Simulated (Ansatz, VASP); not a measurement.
One calculation of Ge3Pt, two programs

```
Ge Pt
1.0
     3.50602    0.00000    0.00000
     0.00000    3.50602    0.00000
     0.00000    0.00000    7.72556
Ge Pt
3 1
Direct
  0.00000 0.00000 0.66338
  0.00000 0.00000 0.33662
  0.50000 0.50000 0.00000
  0.00000 0.00000 0.00000
```

Alike in both runs: functional PBE; k mesh 14 × 14 × 6; occupations gaussian, width 0.1 eV; no spin polarisation.

Ansatz relaxed the structure, and its values are those at the end. VASP's run is a single point on that final structure, the one shown.

|  | VASP | Ansatz |
| --- | --- | --- |
| version | VASP 6.6.1 | Ansatz 0.2.0 |
| potentials or method | VASP PAW PBE potentials, release 64 (Ge_d, Pt), cutoff 520 eV | scalar-relativistic, plane waves, PAW |
| valence electrons in the cell | 52 | 60 |

|  | VASP | Ansatz | Ansatz less VASP |
| --- | --- | --- | --- |
| gap on the k mesh at the Fermi level (eV) | none | none | - |
| pressure (GPa) | 0.0 | 0.0 | -0.02 |

A gap of «none» marks a metal or a gap that the smearing closes. VASP's potentials hold 52 valence electrons a cell and Ansatz's 60, so a difference there can come from the potentials and not from the codes.

Spin-orbit coupling is off throughout.
